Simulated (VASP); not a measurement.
Set up this calculation in VASP 6.6.1, as the native input.

| Property | Result |
| --- | --- |
| Task | relaxation of shape and atoms at fixed volume |
| Functional | PBE |
| Potentials or basis | VASP PAW PBE potentials, release 64 (Si, O) |
| Cutoff | 600 eV |
| k mesh | 6 × 6 × 8 |
| Occupations | gaussian, width 0.02 eV |
| Spin | no spin polarisation |
| Dipole correction | no |
| Further INCAR settings | ALGO = Normal; EDIFF = 1e-06; IBRION = 2; EDIFFG = -0.01; NSW = 50; ISIF = 4 |

The structure of SiO2 (Stishovite) lies in POSCAR:

```
SiO2
1.0
    4.2779136890      0.0000000000      0.0000000000
    0.0000000000      4.2779136890      0.0000000000
    0.0000000000      0.0000000000      2.7172025021
Si O
2 4
Direct
    0.0000000000      0.0000000000      0.0000000000
    0.5000000000      0.5000000000      0.5000000000
    0.3069734713      0.3069734713      0.0000000000
    0.1930265287      0.8069734713      0.5000000000
    0.6930265287      0.6930265287      0.0000000000
    0.8069734713      0.1930265287      0.5000000000
```

This cell differs from its parent crystal: volume scaled by 1.03.

These files were run (other wordings do the same):

INCAR

```
SYSTEM = SiO2
PREC     = Accurate       ! precision mode
ENCUT    = 600            ! plane-wave cutoff, eV
EDIFF    = 1E-6           ! SCF threshold, eV
ISMEAR   = 0              ! smearing method
SIGMA    = 0.02           ! smearing width, eV
LREAL    = .FALSE.        ! projectors in reciprocal space
LASPH    = .TRUE.         ! aspherical terms in the spheres
NELM     = 80             ! most SCF steps
ALGO     = Normal         ! electronic algorithm
ISIF     = 4              ! what is computed and relaxed
LWAVE    = .FALSE.        ! write WAVECAR
LCHARG   = .FALSE.        ! write CHGCAR
GGA      = PE             ! functional
IBRION   = 2              ! ionic algorithm
NSW      = 50             ! ionic steps
EDIFFG   = -0.01          ! ionic threshold
```

KPOINTS

```
Automatic mesh
0
G
  6 6 8
  0 0 0
```

Potentials or basis: VASP PAW PBE potentials, release 64 (Si, O).

Launch:

```bash
$ cat potpaw_PBE.64/Si/POTCAR potpaw_PBE.64/O/POTCAR > POTCAR
$ mpirun -np 1 vasp_std > vasp.out
```

It gave:

* Energy gained by relaxing: 0.7 meV/atom
* Ionic steps: 4
* Pressure after relaxing: -7.4 GPa
* Largest force after relaxing: 0.008 eV/Å
* Band gap on the k mesh: 4.61 eV, direct

It took 50 s on 1 thread of Intel(R) Xeon(R) 6975P-C (Granite Rapids), with other jobs on the host, peak memory 0.19 GiB.
